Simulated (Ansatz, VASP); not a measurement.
## Hf: VASP beside Ansatz

```
CELL_PARAMETERS angstrom
-1.89976 1.80500 1.80500
1.89976 -1.80500 1.80500
1.89976 1.80500 -1.80500
ATOMIC_POSITIONS crystal
Hf 0.00000 0.00000 0.00000
```

Change from the starting cell: strain +0.0525 x Voigt [1, 0, 0, 0, 0, 0], atoms carried along.

Alike in both runs: task single point; functional r2SCAN; k mesh 18 × 18 × 18; occupations gaussian, width 0.15 eV; no spin polarisation.

```csv
,VASP,Ansatz
version,VASP 6.6.1,Ansatz 0.2.0
potentials or method,"VASP PAW PBE potentials, release 64 (Hf_pv), cutoff 520 eV","scalar-relativistic, plane waves, PAW"
valence electrons in the cell,10,26
```

|  | VASP | Ansatz | Ansatz less VASP |
| --- | --- | --- | --- |
| gap on the k mesh at the Fermi level (eV) | none | none | - |
| pressure (GPa) | -9.7 | -9.2 | +0.49 |
| traceless stress, the component that is largest in VASP (GPa) | 2.20 | 2.13 | -0.071 |

VASP's potentials were made for PBE, not for r2SCAN. A gap of «none» marks a metal or a gap that the smearing closes. VASP's potentials hold 10 valence electrons a cell and Ansatz's 26, so a difference there can come from the potentials and not from the codes.

Spin-orbit coupling is off throughout.
